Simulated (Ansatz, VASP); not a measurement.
**Two plane-wave programs on P**

The input INCAR:

```
SYSTEM = P
  ALGO = Normal
  EDIFF = 1E-7
  EDIFFG = -0.01
  ENCUT = 600
  GGA = PE
  IBRION = 2
  ISIF = 3
  ISMEAR = 0
  LASPH = .True.
  LCHARG = .False.
  LREAL = .False.
  LWAVE = .False.
  NELM = 100
  NSW = 100
  PREC = Accurate
  SIGMA = 0.1
```

The input KPOINTS:

```
k-points
0
Gamma
  24 24 12
  0 0 0
```

POSCAR

```
P
1.0
    2.6460853662      0.0000000000      0.0000000000
   -1.3230426831      2.2915771477      0.0000000000
    0.0000000000      0.0000000000      5.1013912653
P
2
Direct
    0.0000000000      0.0000000000      0.2264067318
    0.0000000000      0.0000000000      0.7735932682
```

Input for Ansatz:

```yaml
crystal:
  lattice:
    - [2.6460853662, 0.0, 0.0]
    - [-1.3230426831, 2.2915771477, 0.0]
    - [0.0, 0.0, 5.1013912653]
  atoms:
    - { symbol: P, position: [0.0, 0.0, 0.2264067318] }
    - { symbol: P, position: [0.0, 0.0, 0.7735932682] }
basis:
  ecutwfc: 420
kpoints:
  mp_grid: { grid: [24, 24, 12] }
hamiltonian:
  xc: pbe
scf:
  occupations: { method: gaussian, width: 0.1 }
output:
  forces: true
  stress: true
  eigenvalues: true
  write_density: true
  write_potential: true
  elf: true
  volumetric_format: npy
relax:
  adjacent_minimum: "off"
  f_tol: 0.01
  max_steps: 80
  cell: { stress_tol: 0.05 }
```

Alike in both runs: task relaxation of cell and atoms; functional PBE; k mesh 24 × 24 × 12; occupations gaussian, width 0.1 eV; no spin polarisation.

|  | VASP | Ansatz |
| --- | --- | --- |
| version | VASP 6.6.1 | Ansatz 0.2.0 |
| potentials or method | VASP PAW PBE potentials, release 64 (P), cutoff 600 eV | scalar-relativistic, plane waves, PAW |
| valence electrons in the cell | 10 | 10 |

```tsv
	VASP	Ansatz	Ansatz less VASP
gap on the k mesh at the Fermi level, each at its own relaxed structure (eV)	none	none	-
relaxed volume (Å³/atom)	15.02	14.99	-0.030
relaxed cell length with the largest relative difference (Å)	4.981	4.961	-0.0201
```

A gap of «none» marks a metal or a gap that the smearing closes.
